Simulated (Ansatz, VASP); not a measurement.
**SiC in VASP and in Ansatz**

The input INCAR:

```
SYSTEM = SiC
  ALGO = Normal
  EDIFF = 1E-6
  ENCUT = 520
  GGA = PE
  ISIF = 2
  ISMEAR = -1
  LASPH = .TRUE.
  LCHARG = .TRUE.
  LELF = .TRUE.
  LREAL = .FALSE.
  LVHAR = .TRUE.
  LWAVE = .FALSE.
  NBANDS = 11
  NELM = 60
  PREC = Accurate
  SIGMA = 0.02
```

Contents of KPOINTS:

```
k-points
0
G
  10 10 10
  0 0 0
```

The input POSCAR:

```
SiC
1.0
    0.0000000000      2.2433939216      2.1344407454
    2.2433939216      0.0000000000      2.1344407454
    2.2433939216      2.2433939216      0.0000000000
Si C
1 1
Direct
    0.0000000000      0.0000000000      0.0000000000
    0.2500000000      0.2500000000      0.2500000000
```

Input for Ansatz:

```yaml
crystal:
  lattice:
    - [0.0, 2.2433939216, 2.1344407454]
    - [2.2433939216, 0.0, 2.1344407454]
    - [2.2433939216, 2.2433939216, 0.0]
  atoms:
    - { symbol: Si, position: [0.0, 0.0, 0.0] }
    - { symbol: C, position: [0.25, 0.25, 0.25] }
kpoints:
  mp_grid: { grid: [10, 10, 10] }
  band_path:
    path:
      - [0.0, 0.0, 0.0]
      - [-0.5, -0.5, 0.0]
      - [-0.375, -0.375, 0.25]
      - [-0.375, 0.0, 0.375]
      - [0.0, 0.0, 0.5]
      - [-0.5, -0.25, 0.25]
    npoints: 1
hamiltonian:
  xc: pbe
scf:
  occupations: { method: fermi_dirac, width: 0.02 }
  n_extra_bands: 4
output:
  forces: true
  stress: true
  eigenvalues: true
  write_density: true
  write_potential: true
  elf: true
  volumetric_format: npy
```

Change from the starting cell: epitaxial_xy strain +3.0%.

Alike in both runs: task single point; functional PBE; k mesh 10 × 10 × 10; occupations fermi-dirac, width 0.02 eV; no spin polarisation.

|  | VASP | Ansatz |
| --- | --- | --- |
| version | VASP 6.6.1 | Ansatz 0.2.0 |
| potentials or method | VASP PAW PBE potentials, release 64 (Si, C) | plane waves, PAW |
| plane-wave cutoff (eV) | 520 | 420 |
| valence electrons in the cell | 8 | 8 |

|  | VASP | Ansatz | Ansatz less VASP |
| --- | --- | --- | --- |
| gap on the k mesh at the Fermi level (eV) | 0.90 | 0.91 | +0.002 |
| pressure (GPa) | -4.8 | -4.8 | +0.04 |
| traceless stress, the component that is largest in VASP (GPa) | 7.66 | 7.64 | -0.019 |
